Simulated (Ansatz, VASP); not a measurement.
**CsBr: VASP beside Ansatz**

INCAR

```
SYSTEM = CsBr
PREC     = Accurate       ! precision mode
ENCUT    = 500            ! plane-wave cutoff, eV
EDIFF    = 1E-7           ! SCF threshold, eV
ISMEAR   = -1             ! smearing method
SIGMA    = 0.08           ! smearing width, eV
LREAL    = .FALSE.        ! projectors in reciprocal space
LASPH    = .TRUE.         ! aspherical terms in the spheres
NELM     = 120            ! most SCF steps
ALGO     = Normal         ! electronic algorithm
ISIF     = 3              ! what is computed and relaxed
LWAVE    = .FALSE.        ! write WAVECAR
LCHARG   = .FALSE.        ! write CHGCAR
GGA      = PS             ! functional
IBRION   = 2              ! ionic algorithm
NSW      = 100            ! ionic steps
EDIFFG   = -0.002         ! ionic threshold
GGA_COMPAT= .FALSE.      
NELMIN   = 4
```

Contents of KPOINTS:

```
Automatic mesh
0
G
  8 8 8
  0 0 0
```

File POSCAR:

```
CsBr
1.0
    4.2860000000      0.0000000000      0.0000000000
    0.0000000000      4.2860000000      0.0000000000
    0.0000000000      0.0000000000      4.2860000000
Cs Br
1 1
Direct
    0.0000000000      0.0000000000      0.0000000000
    0.5000000000      0.5000000000      0.5000000000
```

Input for Ansatz:

```yaml
crystal:
  lattice:
    - [4.286, 0.0, 0.0]
    - [0.0, 4.286, 0.0]
    - [0.0, 0.0, 4.286]
  atoms:
    - { symbol: Cs, position: [0.0, 0.0, 0.0] }
    - { symbol: Br, position: [0.5, 0.5, 0.5] }
kpoints:
  mp_grid: { grid: [8, 8, 8] }
scf:
  occupations: { method: fermi_dirac, width: 0.08 }
hamiltonian:
  xc: pbesol
  pseudopotentials: { kind: paw }
relax:
  f_tol: 0.002
  max_steps: 80
  cell: {}
output:
  forces: true
  stress: true
  write_density: true
  write_potential: true
  elf: true
  volumetric_format: npy
```

Alike in both runs: task relaxation of cell and atoms; functional PBEsol; k mesh 8 × 8 × 8; occupations fermi-dirac, width 0.08 eV; no spin polarisation.

```csv
,VASP,Ansatz
version,VASP 6.6.1,Ansatz 0.2.0
potentials or method,"VASP PAW PBE potentials, release 64 (Cs_sv, Br)","PAW with Ansatz's default frozen-core files, scalar-relativistic"
plane-wave cutoff (eV),500,420
valence electrons in the cell,16,16
```

```csv
,VASP,Ansatz,Ansatz less VASP
"gap on the k mesh at the Fermi level, each at its own relaxed structure (eV)",4.42,4.45,+0.030
relaxed volume (Å³/atom),38.32,38.12,-0.204
relaxed cell length with the largest relative difference (Å),4.248,4.240,-0.0075
```

VASP's potentials were made for PBE, not for PBEsol.

Neither program's run includes spin-orbit coupling.
